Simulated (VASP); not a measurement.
# AlCd2O: single point with PBE

Crystal: AlCd2O.

```
CELL_PARAMETERS angstrom
2.36856 -3.45356 0.00000
2.36856 3.45356 0.00000
0.00000 0.00000 4.57777
ATOMIC_POSITIONS crystal
Al 0.50000 0.50000 0.00000
Cd 0.69506 0.30494 0.50000
Cd 0.30494 0.69506 0.50000
O 0.00000 0.00000 0.00000
```

- Program: VASP 6.6.1
- Task: single point
- Functional: PBE
- Potentials or basis: VASP PAW PBE potentials, release 64 (Al, Cd, O)
- Cutoff: 520 eV
- k mesh: 4 × 4 × 4
- Occupations: gaussian, width 0.1 eV
- Spin: collinear spin, ferromagnetic start
- Starting moments: [0.0, 0.0, 0.0, 1.0] μB
- Dipole correction: no
- Further INCAR settings: ALGO = Normal; EDIFF = 1e-07; NBANDS = 28

The pressure is 7.8 GPa, the largest force is 0.646 eV/Å and the net moment is 0.00 μB per cell. The valence electrons inside the program's atomic spheres are Al 0.71; Cd 10.50; O 4.79.

Forces on the atoms (eV/Å):
```
Al   0.000  0.000  0.000
Cd   0.000 -0.646  0.000
Cd   0.000  0.646  0.000
O    0.000  0.000  0.000
```

Stress tensor (GPa, compression positive):
```
6.86 0.00 0.00
0.00 9.74 0.00
0.00 0.00 6.95
```

Levels at points of the mesh, in eV from the Fermi level:
Spin up:
```tsv
k point	band 14	band 15	band 16	band 17	band 18	band 19
(0.00, 0.00, 0.00)	-2.92	-1.65	0.63	0.89	2.10	2.31
(0.50, 0.00, 0.00)	-2.55	-1.84	-1.58	0.38	2.01	2.80
(0.50, 0.50, 0.00)	-3.86	-1.71	-0.60	0.97	1.83	2.03
(0.00, 0.00, 0.50)	-3.09	-1.58	-1.13	2.57	2.97	3.62
(0.50, 0.00, 0.50)	-4.02	-1.98	-0.34	-0.05	0.07	1.98
(0.50, 0.50, 0.50)	-3.33	-3.28	-2.74	-1.20	0.15	1.31
```
Spin down:
```tsv
k point	band 14	band 15	band 16	band 17	band 18	band 19
(0.00, 0.00, 0.00)	-2.92	-1.65	0.63	0.89	2.10	2.31
(0.50, 0.00, 0.00)	-2.55	-1.84	-1.58	0.38	2.01	2.80
(0.50, 0.50, 0.00)	-3.86	-1.71	-0.60	0.97	1.83	2.03
(0.00, 0.00, 0.50)	-3.09	-1.58	-1.13	2.57	2.97	3.62
(0.50, 0.00, 0.50)	-4.02	-1.98	-0.34	-0.05	0.07	1.98
(0.50, 0.50, 0.50)	-3.33	-3.28	-2.74	-1.20	0.15	1.31
```

Wall time 40 s on 1 thread of Intel(R) Xeon(R) 6975P-C (Granite Rapids), on a shared host, peak memory 0.24 GiB.

Caveat: the k points lie up to 0.40 Å⁻¹ apart.
